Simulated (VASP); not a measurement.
# GaBiO4 (P4/mmm) in VASP: notebook

The runs below take GaBiO4 through single point, with PBE.

Everything below comes from runs of VASP 6.6.1. Logs are shortened: lines on timing, memory, paths and dates and some standing lists are left out, and cuts for length are marked.

### 1 The cell of the first run

The structure is tetragonal, space group P4/mmm (No. 123). Conventional cell: a = 3.649 Å, b = 3.649 Å, c = 5.141 Å, α = 90.00°, β = 90.00°, γ = 90.00°. Ga (site symmetry 4/mmm) has 8 O at 2.21 Å within 2.9 Å. Within 3.0 Å of Bi (site symmetry 4/mmm) lie 8 O at 2.26 Å. Within 2.9 Å of O (site symmetry 2mm) lie 2 Ga at 2.21 Å and 2 Bi at 2.26 Å and 6 O at 2.48 to 2.66 Å.

The cell was generated, and may not be a known phase.

### 2 Single point, PBE

The input, INCAR:

```
  PREC = Accurate
  ENCUT = 520
  EDIFF = 1E-7
  ISMEAR = 0
  SIGMA = 0.1
  LREAL = False
  LASPH = True
  NELM = 60
  ALGO = Normal
  ISIF = 2
  LWAVE = False
  LCHARG = True
  GGA = PE
  LELF = True
  LVHAR = True
  NBANDS = 35
```

The input, KPOINTS:

```
Automatic mesh
0
Gamma
  6 6 4
```

The input, POSCAR:

```
GaBiO4
1.0
    3.6494806291      0.0000000000      0.0000000000
    0.0000000000      3.6494806291      0.0000000000
    0.0000000000      0.0000000000      5.1408460876
Ga Bi O
1 1 4
Direct
    0.0000000000      0.0000000000      0.0000000000
    0.5000000000      0.5000000000      0.5000000000
    0.5000000000      0.0000000000      0.7583150574
    0.0000000000      0.5000000000      0.2416849426
    0.5000000000      0.0000000000      0.2416849426
    0.0000000000      0.5000000000      0.7583150574
```

Potentials or basis: VASP PAW PBE potentials, release 64 (Ga_d, Bi_d, O).

Launch:

```sh
cat potpaw_PBE.64/Ga_d/POTCAR potpaw_PBE.64/Bi_d/POTCAR potpaw_PBE.64/O/POTCAR > POTCAR
mpirun -np 1 vasp_std > vasp.out
```

OUTCAR:

```text
PREC = Accurate
   ENCUT = 520
   EDIFF = 1E-7
   ISMEAR = 0
   LREAL = False
   LASPH = True
   NELM = 60
   ISIF = 2
   GGA = PE

 ion  position               nearest neighbor table
   1  0.000  0.000  0.000-   3 2.21   4 2.21   5 2.21   6 2.21   4 2.21   6 2.21   3 2.21   5 2.21

   2  0.500  0.500  0.500-   3 2.26   4 2.26   5 2.26   6 2.26   3 2.26   5 2.26   4 2.26   6 2.26

   3  0.500  0.000  0.758-   1 2.21   1 2.21   2 2.26   2 2.26
   4  0.000  0.500  0.242-   1 2.21   1 2.21   2 2.26   2 2.26
   5  0.500  0.000  0.242-   1 2.21   1 2.21   2 2.26   2 2.26
   6  0.000  0.500  0.758-   1 2.21   1 2.21   2 2.26   2 2.26

  LATTYP: Found a simple tetragonal cell.
 ALAT       =     3.6494806291
 C/A-ratio  =     1.4086514247

  Lattice vectors:

 A1 = (   3.6494806291,   0.0000000000,   0.0000000000)
 A2 = (   0.0000000000,   3.6494806291,   0.0000000000)
 A3 = (   0.0000000000,   0.0000000000,   5.1408460876)

Analysis of symmetry for initial positions (statically):
=====================================================================
 Subroutine PRICEL returns:
 Original cell was already a primitive cell.

 Routine SETGRP: Setting up the symmetry group for a
 simple tetragonal supercell.

 Subroutine GETGRP returns: Found 16 space group operations
 (whereof 16 operations were pure point group operations)
 out of a pool of 16 trial point group operations.

The static configuration has the point symmetry D_4h.

Analysis of symmetry for dynamics (positions and initial velocities):
=====================================================================
 Subroutine PRICEL returns:
 Original cell was already a primitive cell.

 Routine SETGRP: Setting up the symmetry group for a
 simple tetragonal supercell.

 Subroutine GETGRP returns: Found 16 space group operations
 (whereof 16 operations were pure point group operations)
 out of a pool of 16 trial point group operations.

The dynamic configuration has the point symmetry D_4h.

 Subroutine INISYM returns: Found 16 space group operations
 (whereof 16 operations are pure point group operations),
 and found     1 'primitive' translations

----------------------------------------------------------------------------------------

                                     Primitive cell

  volume of cell :      68.4694

  direct lattice vectors                    reciprocal lattice vectors
     3.649480629  0.000000000  0.000000000     0.274011593  0.000000000  0.000000000
     0.000000000  3.649480629  0.000000000     0.000000000  0.274011593  0.000000000
     0.000000000  0.000000000  5.140846088     0.000000000  0.000000000  0.194520509

  length of vectors
     3.649480629  3.649480629  5.140846088     0.274011593  0.274011593  0.194520509

  position of ions in fractional coordinates (direct lattice)
     0.000000000  0.000000000  0.000000000
     0.500000000  0.500000000  0.500000000
     0.500000000  0.000000000  0.758315057
     0.000000000  0.500000000  0.241684943
     0.500000000  0.000000000  0.241684943
     0.000000000  0.500000000  0.758315057

  ion indices of the primitive-cell ions
   primitive index   ion index
                 1           1
                 2           2
                 3           3
                 4           4
                 5           5
                 6           6

----------------------------------------------------------------------------------------

 KPOINTS: Automatic mesh

Automatic generation of k-mesh.
 Grid dimensions read from file:
 generate k-points for:    6    6    4

 Generating k-lattice:

  Cartesian coordinates                     Fractional coordinates (reciprocal lattice)
     0.045668599  0.000000000  0.000000000     0.166666667  0.000000000  0.000000000
     0.000000000  0.045668599  0.000000000     0.000000000  0.166666667  0.000000000
     0.000000000  0.000000000  0.048630127     0.000000000  0.000000000  0.250000000

  Length of vectors
     0.045668599  0.045668599  0.048630127

  Shift w.r.t. Gamma in fractional coordinates (k-lattice)
     0.000000000  0.000000000  0.000000000

 Subroutine IBZKPT returns following result:
 ===========================================

 Found     30 irreducible k-points:

 Following reciprocal coordinates:
            Coordinates               Weight
  0.000000  0.000000  0.000000      1.000000
  0.166667  0.000000  0.000000      4.000000
  0.333333  0.000000  0.000000      4.000000
  0.500000  0.000000  0.000000      2.000000
  0.166667  0.166667  0.000000      4.000000
  0.333333  0.166667  0.000000      8.000000
[... 16 lines left out ...]
  0.333333  0.000000  0.500000      4.000000
  0.500000  0.000000  0.500000      2.000000
 [... further k-points ...]
   k-points           NKPTS =     30   k-points in BZ     NKDIM =     30   number of bands    NBANDS=     35
   number of dos      NEDOS =    301   number of ions     NIONS =      6
   total plane-waves  NPLWV =  31360
   dimension x,y,z NGX =    28 NGY =   28 NGZ =   40
   dimension x,y,z NGXF=    56 NGYF=   56 NGZF=   80
   ions per type =               1   1   4
   NGX,Y,Z   is equivalent  to a cutoff of  12.75, 12.75, 12.94 a.u.
   NGXF,Y,Z  is equivalent  to a cutoff of  25.51, 25.51, 25.87 a.u.
 SYSTEM =  unknown system
   PREC   = accura    normal or accurate (medium, high low for compatibility)
   ISTART =      0    job   : 0-new  1-cont  2-samecut
   ICHARG =      2    charge: 1-file 2-atom 10-const
   ISPIN  =      1    spin polarized calculation?
   LNONCOLLINEAR =      F non collinear calculations
   LSORBIT =      F    spin-orbit coupling
   LASPH  =      T    aspherical Exc in radial PAW
   ENCUT  =  520.0 eV  38.22 Ry    6.18 a.u.   6.79  6.79  9.56*2*pi/ulx,y,z
   NELM   =     60;   NELMIN=  2; NELMDL= -5     # of ELM steps
   EDIFF  = 0.1E-06   stopping-criterion for ELM
   LREAL  =      F    real-space projection
   EDIFFG = 0.1E-05   stopping-criterion for IOM
   NSW    =      0    number of steps for IOM
   IBRION =     -1    ionic relax: 0-MD 1-quasi-New 2-CG
   NFREE  =      0    steps in history (QN), initial steepest desc. (CG)
   ISIF   =      2    stress and relaxation
   ISYM   =      2    0-nonsym 1-usesym 2-fastsym
   POTIM  = 0.5000    time-step for ionic-motion
   TEBEG  =    0.0;   TEEND  =   0.0 temperature during run
   PSTRESS=    0.0 pullay stress
   NELECT =      52.0000    total number of electrons
   NUPDOWN=      -1.0000    fix difference up-down
   EMIN   =  10.00;   EMAX   =-10.00  energy-range for DOS
   EFERMI =   0.00;   METHOD = LEGACY
   ISMEAR =     0;   SIGMA  =   0.10  broadening in eV -4-tet -1-fermi 0-gaus
   EFERMI_NEDOS =   21; number of points for ismear=-14 and -15
   IALGO  =     38    algorithm
   IMIX   =      4    mixing-type and parameters
     AMIX     =   0.40;   BMIX     =  1.00
     AMIX_MAG =   1.60;   BMIX_MAG =  1.00
  volume/ion in A,a.u.               =      11.41        77.01
  Fermi-wavevector in a.u.,A,eV,Ry     =   1.493632  2.822556 30.353748  2.230938
  Thomas-Fermi vector in A             =   2.606008
   LORBIT       =      0    0 simple, 1 ext, 2 COOP (PROOUT), +10 PAW based schemes
   GGA     = PE    functional components
   LHFCALC =     F    Hartree Fock is set to
   AEXX    =    0.0000 exact exchange contribution
   IVDW    =     0    specifies the selected vdW correction
   LEPSILON=     F    determine dielectric tensor
   LRPA    =     F    only Hartree local field effects (RPA)
 non-spin polarized calculation
 Gauss-broadening in eV      SIGMA  =   0.10
  energy-cutoff  :      520.00
  volume of cell :       68.47
 maximum number of plane-waves:      1875
 NGX is ok and might be reduce to    28
   NGX = 13   NGY = 13   NGZ = 19

 number of electron      51.9999982 magnetization

 Free energy of the ion-electron system (eV)
  ---------------------------------------------------
  ext. energy  EPLUGINS =         0.00000000
  ---------------------------------------------------
  free energy    TOTEN  =       -32.04840303 eV

  energy without entropy =      -32.04151588  energy(sigma->0) =      -32.04495945

 E-fermi :   5.9250     XC(G=0): -11.5633

 val. band max:        5.8995854938   @ k =   0.5000   0.5000   0.5000
 cond. band min:       5.9357450873   @ k =   0.5000   0.5000   0.5000
 fundamental gap:      0.0361595935
 Fermi energy:         5.9250285922

 k-point     1 :       0.0000    0.0000    0.0000
  band No.  band energies     occupation
      1     -16.7082      2.00000
      2     -16.3823      2.00000
      3     -16.3823      2.00000
      4     -16.3750      2.00000
      5     -16.3227      2.00000
      6     -13.6002      2.00000
[... 27 lines left out ...]
     34      17.4466      0.00000
     35      17.4467      0.00000

 k-point     2 :       0.1667    0.0000    0.0000
  band No.  band energies     occupation
      1     -16.6663      2.00000
      2     -16.4488      2.00000
      3     -16.3809      2.00000
      4     -16.3668      2.00000
      5     -16.3305      2.00000
      6     -13.4131      2.00000
[... 27 lines left out ...]
     34      16.8516      0.00000
     35      17.2879      0.00000

 k-point     3 :       0.3333    0.0000    0.0000
  band No.  band energies     occupation
      1     -16.5887      2.00000
      2     -16.5733      2.00000
      3     -16.3779      2.00000
      4     -16.3463      2.00000
      5     -16.3460      2.00000
      6     -12.8672      2.00000
[... 27 lines left out ...]
     34      16.4839      0.00000
     35      16.7270      0.00000
[... 723 lines left out ...]
 k-point    23 :       0.3333    0.0000    0.5000
  band No.  band energies     occupation
      1     -16.5891      2.00000
      2     -16.5832      2.00000
      3     -16.3787      2.00000
      4     -16.3460      2.00000
      5     -16.3432      2.00000
      6     -12.3850      2.00000
[... 27 lines left out ...]
     34      16.5250      0.00000
     35      19.4863      0.00000

 k-point    24 :       0.5000    0.0000    0.5000
  band No.  band energies     occupation
      1     -16.6511      2.00000
      2     -16.5493      2.00000
      3     -16.3773      2.00000
      4     -16.3537      2.00000
      5     -16.3291      2.00000
      6     -11.7483      2.00000
[... 27 lines left out ...]
     34      16.6526      0.00000
     35      20.4544      0.00000

 [... further k-points ...]

------------------------ aborting loop because EDIFF is reached ----------------------------------------

  FORCE on cell =-STRESS in cart. coord.  units (eV):
  Direction    XX          YY          ZZ          XY          YZ          ZX
  --------------------------------------------------------------------------------------
  -------------------------------------------------------------------------------------
  Total        0.1857951      0.1857951      0.0992213      0.0000000      0.0000000      0.0000000
  in kB        4.3475855      4.3475855      2.3217671      0.0000000      0.0000000      0.0000000
  external PRESSURE =       3.6723127 kB  Pullay stress =       0.0000000 kB

 VOLUME and BASIS-vectors are now :
 -----------------------------------------------------------------------------
  energy-cutoff  :      520.00
  volume of cell :       68.47
      direct lattice vectors                 reciprocal lattice vectors
     3.649480629  0.000000000  0.000000000     0.274011593  0.000000000  0.000000000
     0.000000000  3.649480629  0.000000000     0.000000000  0.274011593  0.000000000
     0.000000000  0.000000000  5.140846088     0.000000000  0.000000000  0.194520509

 POSITION                                       TOTAL-FORCE (eV/Angst)
 -----------------------------------------------------------------------------------
      0.00000      0.00000      0.00000         0.000000      0.000000      0.000000
      1.82474      1.82474      2.57042         0.000000      0.000000      0.000000
      1.82474      0.00000      3.89838         0.000000     -0.000000      0.008551
      0.00000      1.82474      1.24247         0.000000      0.000000     -0.008551
      1.82474      0.00000      1.24247         0.000000     -0.000000     -0.008551
      0.00000      1.82474      3.89838         0.000000      0.000000      0.008551
 -----------------------------------------------------------------------------------
    total drift:                                0.000000      0.000000      0.000000

  FREE ENERGIE OF THE ION-ELECTRON SYSTEM (eV)
  ---------------------------------------------------
  free  energy   TOTEN  =       -32.0484030279 eV

  energy  without entropy=      -32.0415158752  energy(sigma->0) =      -32.04495945
```

Wall time 38 s (1 thread of AMD EPYC 9R45 (Zen 5), shared host); peak memory 0.19 GiB.

Results:

```yaml
Free_energy: -32.0484 eV
Pressure: 0.4 GPa
Largest_force: 0.009 eV/Å
Band_gap_on_the_k_mesh: zero (bands 26 and 27 overlap by 0.27 eV)
```

Forces in eV/Å, atoms in the order of the input:
```
Ga   0.000  0.000  0.000
Bi   0.000  0.000  0.000
O    0.000  0.000  0.009
O    0.000  0.000 -0.009
O    0.000  0.000 -0.009
O    0.000  0.000  0.009
```

Caveat: spin-orbit coupling is left out, which moves the levels of the heavy elements.

### 3 Single point, PBE

This run uses another cell than the first one, of 11.58 Å³/atom.

The input, INCAR:

```
PREC = Accurate
ENCUT = 520
EDIFF = 1E-7
ISMEAR = 0
SIGMA = 0.1
LREAL = False
LASPH = True
NELM = 100
ALGO = Normal
ISIF = 2
LWAVE = False
LCHARG = False
GGA = PE
NBANDS = 35
```

The input, KPOINTS:

```
regular mesh
0
Gamma
  6 6 4
```

The input, POSCAR:

```
GaBiO4
1.0
    3.6629314100      0.0000000000      0.0000000000
    0.0000000000      3.6629314100      0.0000000000
    0.0000000000      0.0000000000      5.1801256400
Ga Bi O
1 1 4
Direct
    0.0000000000      0.0000000000      0.0000000000
    0.5000000000      0.5000000000      0.5000000000
    0.5000000000      0.0000000000      0.7265759700
    0.0000000000      0.5000000000      0.2734240300
    0.5000000000      0.0000000000      0.2734240300
    0.0000000000      0.5000000000      0.7265759700
```

Potentials or basis: VASP PAW PBE potentials, release 64 (Ga_d, Bi_d, O).

Launch:

```sh
cat potpaw_PBE.64/Ga_d/POTCAR potpaw_PBE.64/Bi_d/POTCAR potpaw_PBE.64/O/POTCAR > POTCAR
mpirun -np 1 vasp_std > vasp.out
```

Run time: 40 s. Hardware: 1 thread of AMD EPYC 9R45 (Zen 5), shared host; peak memory 0.19 GiB.

The run converged. Its results:

* Free energy: -31.0147 eV
* Pressure: 5.3 GPa
* Largest force: 3.243 eV/Å
* Band gap on the k mesh: zero (bands 26 and 27 overlap by 0.67 eV)

Forces in eV/Å, atoms in the order of the input:
```
Ga   0.000  0.000  0.000
Bi   0.000  0.000  0.000
O    0.000  0.000  3.243
O    0.000  0.000 -3.243
O    0.000  0.000 -3.243
O    0.000  0.000  3.243
```

Stress tensor (GPa, compression positive):
```
3.87 0.00 0.00
0.00 3.87 0.00
0.00 0.00 8.17
```

Levels at points of the mesh, in eV from the Fermi level:
```
           k point  band 23  band 24  band 25  band 26  band 27  band 28  band 29  band 30
(0.00, 0.00, 0.00)    -1.52    -1.28    -0.36    -0.36    -0.07     1.95     5.35     6.71
(0.50, 0.00, 0.00)    -1.86    -1.65    -0.51    -0.30     2.34     2.74     6.81     8.22
(0.50, 0.50, 0.00)    -0.22    -0.20    -0.20     0.20     1.79     2.00     6.38     6.38
(0.00, 0.00, 0.50)    -1.15    -1.11    -0.63    -0.63    -0.20     2.61     4.53     5.97
(0.50, 0.00, 0.50)    -2.44    -2.15    -2.07    -1.48     2.58     3.54     6.85     8.32
(0.50, 0.50, 0.50)    -0.97    -0.56    -0.18     0.14     2.57     2.89     8.46     8.54
```

Caveat: the cell stands under pressure; spin-orbit coupling is left out, which moves the levels of the heavy elements; forces of over 1 eV/Å act on the atoms, so gaps and moduli don't describe the material at rest.

The gap in the log of VASP goes by the Fermi energy; the results here count the filled bands.